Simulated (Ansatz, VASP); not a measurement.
# AlN in VASP and in Ansatz

POSCAR

```
AlN
1.0
    3.0971629948      0.0000000000      0.0000000000
   -1.5485814974      2.6822218332      0.0000000000
    0.0000000000      0.0000000000     10.0339431351
Al N
4 4
Direct
    0.0000000000      0.0000000000     -0.0012654044
    0.3333333333      0.6666666667      0.2498392886
    0.0000000000      0.0000000000      0.4987345956
    0.6666666667      0.3333333333      0.7498392886
    0.0000000000      0.0000000000      0.1882105911
    0.3333333333      0.6666666667      0.4382155246
    0.0000000000      0.0000000000      0.6882105911
    0.6666666667      0.3333333333      0.9382155246
```

INCAR.step1

```
SYSTEM = AlN
  PREC = Accurate
  ENCUT = 520
  ISMEAR = 0
  SIGMA = 0.01
  LREAL = .FALSE.
  LASPH = .TRUE.
  NELM = 60
  NBANDS = 26
  GGA = PE
  ALGO = Normal
  EDIFF = 1E-4
  LWAVE = .TRUE.
  LCHARG = .FALSE.
```

File INCAR.step2:

```
SYSTEM = AlN
  PREC = Accurate
  ENCUT = 520
  EDIFF = 1E-6
  ISMEAR = 0
  SIGMA = 0.01
  LREAL = .FALSE.
  LASPH = .TRUE.
  NELM = 60
  ALGO = Normal
  ISIF = 2
  LWAVE = .FALSE.
  LCHARG = .FALSE.
  METAGGA = R2SCAN
  LMIXTAU = .TRUE.
  NBANDS = 26
  ISTART = 1
```

KPOINTS

```
Automatic mesh
0
G
  9 9 2
  0 0 0
```

Input for Ansatz:

```yaml
crystal:
  lattice:
    - [3.0971629948, 0.0, 0.0]
    - [-1.5485814974, 2.6822218332, 0.0]
    - [0.0, 0.0, 10.0339431351]
  atoms:
    - { symbol: Al, position: [0.0, 0.0, -0.0012654044] }
    - { symbol: Al, position: [0.3333333333, 0.6666666667, 0.2498392886] }
    - { symbol: Al, position: [0.0, 0.0, 0.4987345956] }
    - { symbol: Al, position: [0.6666666667, 0.3333333333, 0.7498392886] }
    - { symbol: "N", position: [0.0, 0.0, 0.1882105911] }
    - { symbol: "N", position: [0.3333333333, 0.6666666667, 0.4382155246] }
    - { symbol: "N", position: [0.0, 0.0, 0.6882105911] }
    - { symbol: "N", position: [0.6666666667, 0.3333333333, 0.9382155246] }
kpoints:
  mp_grid: { grid: [9, 9, 2] }
hamiltonian:
  xc: r2scan
scf:
  occupations: { method: fixed }
  n_extra_bands: 6
output:
  forces: true
  stress: true
  eigenvalues: true
```

Alike in both runs: task single point; functional r2SCAN; k mesh 9 × 9 × 2; no spin polarisation.

|  | VASP | Ansatz |
| --- | --- | --- |
| version | VASP 6.6.1 | Ansatz 0.2.0 |
| potentials or method | VASP PAW PBE potentials, release 64 (Al, N) | plane waves, PAW |
| plane-wave cutoff (eV) | 520 | 500 |
| occupations | gaussian, width 0.01 eV | fixed |
| valence electrons in the cell | 32 | 32 |

VASP gave:

```
gap on the k mesh at the Fermi level (eV) : 4.79
pressure (GPa)                            : -0.4
```

Question: Which values does Ansatz return?

Answer: gap on the k mesh at the Fermi level (eV): 4.80; pressure (GPa): 0.0.

VASP's potentials were made for PBE, not for r2SCAN.
